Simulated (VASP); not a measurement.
# BN (P6_3/mmc) in VASP: a series of runs

The runs below take BN through single point, relaxation of cell and atoms, with PBE+D3(BJ).

Everything below comes from runs of VASP 6.6.1. Logs are shortened: lines on timing, memory, paths and dates and some standing lists are left out, and cuts for length are marked.

## Step 1: The cell of the first run

It takes space group P6_3/mmc (No. 194, hexagonal). The conventional cell has a = 2.506 Å, b = 2.506 Å, c = 6.614 Å, α = 90.00°, β = 90.00°, γ = 120.00°. Within 1.9 Å of B (site symmetry -6m2) lie 3 N at 1.45 Å. N (site symmetry -6m2) has 3 B at 1.45 Å within 1.9 Å.

## Step 2: Single point, PBE+D3(BJ)

INCAR reads:

```
ALGO     = Normal         # electronic algorithm
EDIFF    = 1E-6           # SCF threshold, eV
ENCUT    = 520            # plane-wave cutoff, eV
GGA      = PE             # functional
ISIF     = 2              # what is computed and relaxed
ISMEAR   = 0              # smearing method
IVDW     = 12             # dispersion correction
LASPH    = T              # aspherical terms in the spheres
LCHARG   = T              # write CHGCAR
LELF     = T              # ELF
LREAL    = F              # projectors in reciprocal space
LVHAR    = T            
LWAVE    = F              # write WAVECAR
NBANDS   = 16             # bands
NELM     = 100            # most SCF steps
PREC     = Accurate       # precision mode
SIGMA    = 0.02           # smearing width, eV
```

KPOINTS reads:

```
k-points
0
Gamma
  12 12 4
```

POSCAR reads:

```
BN
1.0
    2.5064295030      0.0000000000      0.0000000000
   -1.2532147515      2.1706316224      0.0000000000
    0.0000000000      0.0000000000      6.6144684677
B N
2 2
Direct
    0.3333333333      0.6666666667      0.2500000000
    0.6666666667      0.3333333333      0.7500000000
    0.3333333333      0.6666666667      0.7500000000
    0.6666666667      0.3333333333      0.2500000000
```

Potentials or basis: VASP PAW PBE potentials, release 64 (B, N).

Command:

```console
$ cat potpaw_PBE.64/B/POTCAR potpaw_PBE.64/N/POTCAR > POTCAR
$ mpirun -np 1 vasp_std > vasp.out
```

OUTCAR:

```text
EDIFF = 1E-6
   ENCUT = 520
   GGA = PE
   ISIF = 2
   ISMEAR = 0
   IVDW = 12
   LASPH = T
   LREAL = F
   NELM = 100
   PREC = Accurate
 IVDW          = 12

 ion  position               nearest neighbor table
   1  0.333  0.667  0.250-   4 1.45   4 1.45   4 1.45
   2  0.667  0.333  0.750-   3 1.45   3 1.45   3 1.45
   3  0.333  0.667  0.750-   2 1.45   2 1.45   2 1.45
   4  0.667  0.333  0.250-   1 1.45   1 1.45   1 1.45

  LATTYP: Found a hexagonal cell.
 ALAT       =     2.5064295030
 C/A-ratio  =     2.6390004027

  Lattice vectors:

 A1 = (   2.5064295030,   0.0000000000,   0.0000000000)
 A2 = (  -1.2532147515,   2.1706316224,   0.0000000000)
 A3 = (   0.0000000000,   0.0000000000,   6.6144684677)

Analysis of symmetry for initial positions (statically):
=====================================================================
 Subroutine PRICEL returns:
 Original cell was already a primitive cell.

 Routine SETGRP: Setting up the symmetry group for a
 hexagonal supercell.

 Subroutine GETGRP returns: Found 24 space group operations
 (whereof 12 operations were pure point group operations)
 out of a pool of 24 trial point group operations.

The static configuration has the point symmetry D_3d.
 The point group associated with its full space group is D_6h.

Analysis of symmetry for dynamics (positions and initial velocities):
=====================================================================
 Subroutine PRICEL returns:
 Original cell was already a primitive cell.

 Routine SETGRP: Setting up the symmetry group for a
 hexagonal supercell.

 Subroutine GETGRP returns: Found 24 space group operations
 (whereof 12 operations were pure point group operations)
 out of a pool of 24 trial point group operations.

The dynamic configuration has the point symmetry D_3d.
 The point group associated with its full space group is D_6h.

 Subroutine INISYM returns: Found 24 space group operations
 (whereof 12 operations are pure point group operations),
 and found     1 'primitive' translations

----------------------------------------------------------------------------------------

                                     Primitive cell

  volume of cell :      35.9862

  direct lattice vectors                    reciprocal lattice vectors
     2.506429503  0.000000000  0.000000000     0.398973918  0.230347699  0.000000000
    -1.253214752  2.170631622  0.000000000     0.000000000  0.460695398  0.000000000
     0.000000000  0.000000000  6.614468468     0.000000000  0.000000000  0.151183728

  length of vectors
     2.506429503  2.506429503  6.614468468     0.460695398  0.460695398  0.151183728

  position of ions in fractional coordinates (direct lattice)
     0.333333333  0.666666667  0.250000000
     0.666666667  0.333333333  0.750000000
     0.333333333  0.666666667  0.750000000
     0.666666667  0.333333333  0.250000000

  ion indices of the primitive-cell ions
   primitive index   ion index
                 1           1
                 2           2
                 3           3
                 4           4

----------------------------------------------------------------------------------------

 KPOINTS: k-points

Automatic generation of k-mesh.
 Grid dimensions read from file:
 generate k-points for:   12   12    4

 Generating k-lattice:

  Cartesian coordinates                     Fractional coordinates (reciprocal lattice)
     0.033247827  0.019195642  0.000000000     0.083333333 -0.000000000  0.000000000
     0.000000000  0.038391283  0.000000000     0.000000000  0.083333333  0.000000000
     0.000000000  0.000000000  0.037795932     0.000000000  0.000000000  0.250000000

  Length of vectors
     0.038391283  0.038391283  0.037795932

  Shift w.r.t. Gamma in fractional coordinates (k-lattice)
     0.000000000  0.000000000  0.000000000

 Subroutine IBZKPT returns following result:
 ===========================================

 Found     57 irreducible k-points:

 Following reciprocal coordinates:
            Coordinates               Weight
  0.000000  0.000000  0.000000      1.000000
  0.083333  0.000000  0.000000      6.000000
  0.166667  0.000000  0.000000      6.000000
  0.250000  0.000000  0.000000      6.000000
  0.333333  0.000000  0.000000      6.000000
  0.416667  0.000000  0.000000      6.000000
[... 16 lines left out ...]
  0.250000  0.000000  0.250000     12.000000
  0.333333  0.000000  0.250000     12.000000
 [... further k-points ...]
   k-points           NKPTS =     57   k-points in BZ     NKDIM =     57   number of bands    NBANDS=     16
   number of dos      NEDOS =    301   number of ions     NIONS =      4
   total plane-waves  NPLWV =  20000
   dimension x,y,z NGX =    20 NGY =   20 NGZ =   50
   dimension x,y,z NGXF=    40 NGYF=   40 NGZF=  100
   ions per type =               2   2
   NGX,Y,Z   is equivalent  to a cutoff of  13.27, 13.27, 12.57 a.u.
   NGXF,Y,Z  is equivalent  to a cutoff of  26.53, 26.53, 25.13 a.u.
[... 67 lines left out ...]
  band No.  band energies     occupation
      1     -15.4934      2.00000
      2     -15.1898      2.00000
      3      -3.9242      2.00000
      4      -1.7560      2.00000
      5       0.9580      2.00000
      6       0.9580      2.00000
[... 8 lines left out ...]
     15      14.4949      0.00000
     16      15.2890      0.00000

 k-point     2 :       0.0833    0.0000    0.0000
  band No.  band energies     occupation
      1     -15.3576      2.00000
      2     -15.0587      2.00000
      3      -3.7380      2.00000
      4      -1.5892      2.00000
      5       0.4004      2.00000
      6       0.4350      2.00000
[... 8 lines left out ...]
     15      14.7831      0.00000
     16      14.9840      0.00000

 k-point     3 :       0.1667    0.0000    0.0000
  band No.  band energies     occupation
      1     -14.9575      2.00000
      2     -14.6730      2.00000
      3      -3.1859      2.00000
      4      -1.0990      2.00000
      5      -1.0138      2.00000
      6      -0.9718      2.00000
[... 8 lines left out ...]
     15      16.1133      0.00000
     16      16.1336      0.00000

 k-point     4 :       0.2500    0.0000    0.0000
  band No.  band energies     occupation
      1     -14.3197      2.00000
      2     -14.0608      2.00000
      3      -2.8099      2.00000
      4      -2.7460      2.00000
      5      -2.2930      2.00000
      6      -0.6657      2.00000
[... 8 lines left out ...]
     15      17.7044      0.00000
     16      18.2823      0.00000

 k-point     5 :       0.3333    0.0000    0.0000
  band No.  band energies     occupation
      1     -13.5107      2.00000
      2     -13.2930      2.00000
      3      -4.5976      2.00000
      4      -4.5130      2.00000
      5      -1.2933      2.00000
      6      -1.2292      2.00000
[... 8 lines left out ...]
     15      18.0027      0.00000
     16      20.8066      0.00000

 k-point     6 :       0.4167    0.0000    0.0000
  band No.  band energies     occupation
      1     -12.7015      2.00000
      2     -12.5530      2.00000
      3      -6.0196      2.00000
      4      -5.9343      2.00000
      5      -1.7047      2.00000
      6      -1.6378      2.00000
[... 8 lines left out ...]
     15      17.5495      0.00000
     16      21.3644      0.00000
[... 267 lines left out ...]
 k-point    21 :       0.0833    0.0000    0.2500
  band No.  band energies     occupation
      1     -15.3162      2.00000
      2     -15.1050      2.00000
      3      -3.4766      2.00000
      4      -1.9797      2.00000
      5       0.4071      2.00000
      6       0.4331      2.00000
[... 8 lines left out ...]
     15      14.8172      0.00000
     16      14.9637      0.00000

 k-point    22 :       0.1667    0.0000    0.2500
  band No.  band energies     occupation
      1     -14.9180      2.00000
      2     -14.7171      2.00000
      3      -2.9340      2.00000
      4      -1.4973      2.00000
      5      -1.0010      2.00000
      6      -0.9518      2.00000
[... 8 lines left out ...]
     15      16.0316      0.00000
     16      16.1154      0.00000

 k-point    23 :       0.2500    0.0000    0.2500
  band No.  band energies     occupation
      1     -14.2835      2.00000
      2     -14.1006      2.00000
      3      -2.8161      2.00000
      4      -2.7626      2.00000
      5      -2.0308      2.00000
      6      -0.6614      2.00000
[... 8 lines left out ...]
     15      18.2981      0.00000
     16      18.3805      0.00000

 k-point    24 :       0.3333    0.0000    0.2500
  band No.  band energies     occupation
      1     -13.4800      2.00000
      2     -13.3261      2.00000
      3      -4.5890      2.00000
      4      -4.5287      2.00000
      5      -1.2839      2.00000
      6      -1.2387      2.00000
[... 8 lines left out ...]
     15      19.0826      0.00000
     16      20.8584      0.00000

 [... further k-points ...]

------------------------ aborting loop because EDIFF is reached ----------------------------------------

 Edisp (eV)   -0.56617

 E8    (eV) :    -0.1659

  FORCE on cell =-STRESS in cart. coord.  units (eV):
  Direction    XX          YY          ZZ          XY          YZ          ZX
  --------------------------------------------------------------------------------------
  -------------------------------------------------------------------------------------
  Total       0.04049     0.04049    -0.02853     0.00000     0.00000     0.00000
  in kB       1.80285     1.80285    -1.27043     0.00000     0.00000     0.00000
  external pressure =        0.78 kB  Pullay stress =        0.00 kB

 VOLUME and BASIS-vectors are now :
 -----------------------------------------------------------------------------
  energy-cutoff  :      520.00
  volume of cell :       35.99
      direct lattice vectors                 reciprocal lattice vectors
     2.506429503  0.000000000  0.000000000     0.398973918  0.230347699  0.000000000
    -1.253214752  2.170631622  0.000000000     0.000000000  0.460695398  0.000000000
     0.000000000  0.000000000  6.614468468     0.000000000  0.000000000  0.151183728

 POSITION                                       TOTAL-FORCE (eV/Angst)
 -----------------------------------------------------------------------------------
     -0.00000      1.44709      1.65362         0.000000     -0.000000      0.000000
      1.25321      0.72354      4.96085        -0.000000      0.000000      0.000000
     -0.00000      1.44709      4.96085         0.000000      0.000000      0.000000
      1.25321      0.72354      1.65362         0.000000     -0.000000      0.000000
 -----------------------------------------------------------------------------------
    total drift:                               -0.000000      0.000000     -0.000000

  FREE ENERGIE OF THE ION-ELECTRON SYSTEM (eV)
  ---------------------------------------------------
  free  energy   TOTEN  =       -35.7176969103 eV

  energy  without entropy=      -35.7176969103  energy(sigma->0) =      -35.71769691
```

It took 17 s on 1 thread of Intel Xeon Platinum 8559C (Emerald Rapids), shared host; peak memory 0.17 GiB.

Results:

| Property | Result |
| --- | --- |
| Free energy | -35.7177 eV |
| Pressure | 0.1 GPa |
| Band gap on the k mesh | 4.27 eV (least direct gap 4.63 eV) |
| Dispersion energy per atom | -0.142 eV |

Stress tensor (GPa, compression positive):
```
 0.18  0.00  0.00
 0.00  0.18  0.00
 0.00  0.00 -0.13
```

Levels at points of the mesh, in eV from the valence-band top:
| k point | band 5 | band 6 | band 7 | band 8 | band 9 | band 10 | band 11 | band 12 |
| --- | --- | --- | --- | --- | --- | --- | --- | --- |
| (0.00, 0.00, 0.00) | -1.33 | -1.33 | -1.29 | -1.29 | 5.29 | 10.35 | 11.52 | 11.52 |
| (0.50, 0.00, 0.00) | -4.14 | -4.07 | -1.45 | -0.42 | 4.27 | 5.66 | 9.51 | 9.92 |
| (0.00, 0.00, 0.50) | -1.31 | -1.31 | -1.31 | -1.31 | 7.67 | 7.67 | 11.59 | 11.59 |
| (0.50, 0.00, 0.50) | -4.10 | -4.10 | -0.91 | -0.91 | 4.73 | 4.73 | 9.89 | 9.89 |

## Step 3: Relaxation of cell and atoms, PBE+D3(BJ), target pressure 18 GPa, at which the enthalpy is minimised

This run uses another cell than the first one, of 7.88 Å³/atom.

INCAR reads:

```
SYSTEM = BN
ALGO = Normal
EDIFF = 1E-6
EDIFFG = -0.001
ENCUT = 600
GGA = PE
IBRION = 2
ISIF = 3
ISMEAR = 0
IVDW = 12
LASPH = .True.
LCHARG = .False.
LREAL = .False.
LWAVE = .False.
NELM = 100
NSW = 80
PREC = Accurate
PSTRESS = 180.0
SIGMA = 0.01
```

KPOINTS reads:

```
k-points
0
Gamma
  12 12 4
  0 0 0
```

POSCAR reads:

```
BN
1.0
    2.4924178647      0.0000000000      0.0000000000
   -1.2462089324      2.1584971877      0.0000000000
    0.0000000000      0.0000000000      5.8557726575
B N
2 2
Direct
    0.3333333333      0.6666666667      0.2500000000
    0.6666666667      0.3333333333      0.7500000000
    0.3333333333      0.6666666667      0.7500000000
    0.6666666667      0.3333333333      0.2500000000
```

Potentials or basis: VASP PAW PBE potentials, release 64 (B, N).

Command:

```console
$ cat potpaw_PBE.64/B/POTCAR potpaw_PBE.64/N/POTCAR > POTCAR
$ mpirun -np 1 vasp_std > vasp.out
```

Run time: 70 s. Hardware: 1 thread of Intel Xeon Platinum 8559C (Emerald Rapids), shared host; peak memory 0.18 GiB.

The run converged. Its results:

```yaml
Free_energy: -35.4194 eV
Relaxed_volume: 7.11 Å³/atom
Relaxed_cell: a = 2.476 Å, b = 2.476 Å, c = 5.353 Å, α = 90.00°, β = 90.00°, γ = 120.00°
Space_group_after_relaxing_to_0.1_Å: P6_3/mmc (No. 194)
Energy_change_on_relaxing_the_run_minimises_the_enthalpy: +56.3 meV/atom
Ionic_steps: 12
Pressure_after_relaxing: 18.0 GPa
Band_gap_on_the_k_mesh: 3.91 eV (least direct gap 4.37 eV)
Dispersion_energy_per_atom: -0.185 eV
```

Step by step:
```csv
step,energy change (eV),largest force (eV/Å),pressure (GPa),volume (Å³)
1,0.0000,0.0000,6.87,31.50
2,0.2977,0.0000,34.40,29.07
3,0.0836,0.0000,17.99,30.41
4,0.1226,0.0000,18.04,29.63
5,0.1997,0.0000,18.57,28.67
6,0.2354,0.0000,18.92,28.34
7,0.2306,0.0000,18.84,28.38
8,0.2056,0.0000,15.73,28.61
9,0.2234,0.0000,18.01,28.44
10,0.2232,0.0000,17.99,28.44
11,0.2237,0.0000,17.99,28.44
12,0.2250,0.0000,17.99,28.43
```

Final structure:
```
B N
1.0
     2.47623    0.00000    0.00000
    -1.23812    2.14448    0.00000
     0.00000    0.00000    5.35300
B N
2 2
Direct
  0.33333 0.66667 0.25000
  0.66667 0.33333 0.75000
  0.33333 0.66667 0.75000
  0.66667 0.33333 0.25000
```

Levels at points of the mesh, in eV from the valence-band top:
```csv
k point,band 6,band 7,band 8,band 9,band 10,band 11
"(0.00, 0.00, 0.00)",-1.68,-1.43,-1.43,7.18,11.26,11.26
"(0.50, 0.00, 0.00)",-4.27,-2.85,-0.35,4.10,6.98,9.54
"(0.00, 0.00, 0.50)",-1.56,-1.56,-1.56,10.57,10.57,11.53
"(0.50, 0.00, 0.50)",-4.46,-1.26,-1.26,4.52,4.52,10.09
```

Caveat: the cell is relaxed towards a set pressure, so the run minimises the enthalpy, not the energy.

## Step 4: Relaxation of cell and atoms, PBE+D3(BJ), target pressure 7 GPa, at which the enthalpy is minimised

INCAR reads:

```
  PREC = Accurate
  ENCUT = 600
  EDIFF = 1E-6
  ISMEAR = 0
  SIGMA = 0.01
  LREAL = F
  LASPH = T
  NELM = 100
  ALGO = Normal
  ISIF = 3
  LWAVE = F
  LCHARG = F
  GGA = PE
  IVDW = 12
  IBRION = 2
  NSW = 80
  EDIFFG = -0.001
  PSTRESS = 70.0
```

KPOINTS reads:

```
Automatic mesh
0
Gamma
  12 12 4
```

POSCAR reads:

```
BN
1.0
    2.5064295030      0.0000000000      0.0000000000
   -1.2532147515      2.1706316224      0.0000000000
    0.0000000000      0.0000000000      6.6144684677
B N
2 2
Direct
    0.3333333333      0.6666666667      0.2500000000
    0.6666666667      0.3333333333      0.7500000000
    0.3333333333      0.6666666667      0.7500000000
    0.6666666667      0.3333333333      0.2500000000
```

Command:

```console
$ cat potpaw_PBE.64/B/POTCAR potpaw_PBE.64/N/POTCAR > POTCAR
$ mpirun -np 1 vasp_std > vasp.out
```

It took 1.9 min on 1 thread of Intel Xeon Platinum 8559C (Emerald Rapids), shared host; peak memory 0.18 GiB.

Results (log left out):

| Property | Result |
| --- | --- |
| Free energy | -35.6488 eV |
| Relaxed volume | 7.85 Å³/atom |
| Relaxed cell | a = 2.492 Å, b = 2.492 Å, c = 5.835 Å, α = 90.00°, β = 90.00°, γ = 120.00° |
| Space group after relaxing (to 0.1 Å) | P6_3/mmc (No. 194) |
| Energy change on relaxing (the run minimises the enthalpy) | +18.9 meV/atom |
| Ionic steps | 23 |
| Pressure after relaxing | 7.0 GPa |
| Band gap on the k mesh | 4.10 eV (least direct gap 4.34 eV) |
| Dispersion energy per atom | -0.166 eV |

The path:
```csv
step,energy change (eV),largest force (eV/Å),pressure (GPa),volume (Å³)
1,0.0000,0.0000,-0.09,35.99
2,0.0918,0.0000,15.40,33.95
3,0.0210,0.0000,7.04,34.98
4,0.0210,0.0000,7.06,34.15
5,0.0658,0.0000,7.95,31.66
6,0.0869,0.0000,8.36,31.15
7,0.0804,0.0000,8.22,31.29
8,0.0638,0.0000,2.72,31.80
9,0.0750,0.0000,7.00,31.40
10,0.0749,0.0000,6.98,31.40
11,0.0752,0.0000,7.01,31.40
12,0.0753,0.0000,7.02,31.40
13,0.0755,0.0000,7.07,31.39
14,0.0753,0.0000,7.06,31.39
15,0.0753,0.0000,7.04,31.40
16,0.0752,0.0000,7.00,31.40
17,0.0751,0.0000,6.97,31.40
18,0.0752,0.0000,6.98,31.40
19,0.0752,0.0000,6.99,31.40
20,0.0752,0.0000,6.99,31.40
21,0.0752,0.0000,6.98,31.40
22,0.0753,0.0000,6.97,31.40
23,0.0754,0.0000,6.99,31.39
```

Final structure:
```
CELL_PARAMETERS angstrom
2.49246 0.00000 0.00000
-1.24623 2.15854 0.00000
0.00000 0.00000 5.83505
ATOMIC_POSITIONS crystal
B 0.33333 0.66667 0.25000
B 0.66667 0.33333 0.75000
N 0.33333 0.66667 0.75000
N 0.66667 0.33333 0.25000
```

Levels at points of the mesh, in eV from the valence-band top:
```csv
k point,band 6,band 7,band 8,band 9,band 10,band 11
"(0.00, 0.00, 0.00)",-1.44,-1.31,-1.31,6.26,11.46,11.46
"(0.50, 0.00, 0.00)",-4.12,-2.09,-0.24,4.10,6.35,9.79
"(0.00, 0.00, 0.50)",-1.38,-1.38,-1.38,9.31,9.31,11.61
"(0.50, 0.00, 0.50)",-4.22,-1.04,-1.04,4.65,4.65,10.06
```

Caveat: the cell is relaxed towards a set pressure, so the run minimises the enthalpy, not the energy.

## Step 5: Summary

| task | cell | cutoff (eV) | smearing | gap on the mesh (eV) | pressure (GPa) |
| --- | --- | --- | --- | --- | --- |
| single point | a = 2.506, b = 2.506, c = 6.614 Å, angles 90.0, 90.0, 120.0°, 4 atoms | 520 | gaussian 0.02 eV | 4.27 | 0.1 |
| relaxation of cell and atoms | relaxed to 18 GPa from a = 2.492, b = 2.492, c = 5.856 Å, angles 90.0, 90.0, 120.0°, 4 atoms | 600 | gaussian 0.01 eV | 3.91 | 18.0 |
| relaxation of cell and atoms | relaxed to 7 GPa from a = 2.506, b = 2.506, c = 6.614 Å, angles 90.0, 90.0, 120.0°, 4 atoms | 600 | gaussian 0.01 eV | 4.10 | 7.0 |

Alike in all rows: level PBE+D3(BJ); potentials or basis VASP PAW PBE potentials, release 64 (B, N); no spin polarisation; k mesh 12 × 12 × 4.

Caveats: the cell is relaxed towards a set pressure, so the run minimises the enthalpy, not the energy (at least some runs).

Absolute energies hang on the potentials; compare differences alone.
